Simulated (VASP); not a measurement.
Runs of VASP 6.6.1 on TaN. The structure is that of space group Fm-3m (No. 225), or close to it. The cells are those of the table. 

| task | potentials or basis | cell | k mesh | cutoff (eV) | second run | gap on the mesh (eV) | pressure (GPa) |
| --- | --- | --- | --- | --- | --- | --- | --- |
| relaxation of cell and atoms | VASP PAW PBE potentials, release 64 (Ta_pv, N) | relaxed from a = 3.109 Å, angles 60.0°, 2 atoms | 16 × 16 × 16 | 600 | - | none | 0.0 |
| single point | VASP PAW PBE potentials, release 64 (Ta_pv, N) | a = 3.109 Å, angles 60.0°, 2 atoms | 16 × 16 × 16 | 520 | - | none | 2.0 |
| single point | VASP PAW PBE potentials, release 64 (Ta_pv, N) | a = 3.157 Å, angles 60.0°, 2 atoms | 8 × 8 × 8 | 520 | - | none | -12.8 |
| single point | VASP PAW PBE potentials, release 64 (Ta_sv_GW, N) | a = 3.109 Å, angles 60.0°, 2 atoms | 16 × 16 × 16 | 660 | valence_matched | none | 0.0 |
| single point | VASP PAW PBE potentials, release 64 (Ta_sv_GW, N) | a = 3.157 Å, angles 60.0°, 2 atoms | 8 × 8 × 8 | 660 | valence_matched | none | (a) |

Alike in all rows: level r2SCAN; no spin polarisation; smearing gaussian 0.1 eV.

Question: Fill in the values left out.

Answer: (a) -14.5.

Caveats: the PAW data sets were made with another functional, which shifts forces and pressure a little; spin-orbit coupling is left out, which moves the levels of the heavy elements.

A k mesh can miss the band edges, and the runs leave out spin-orbit coupling on Ta.

A gap of «none» marks levels without a gap at the run's occupations.

The runs don't all hold the same shells in valence.
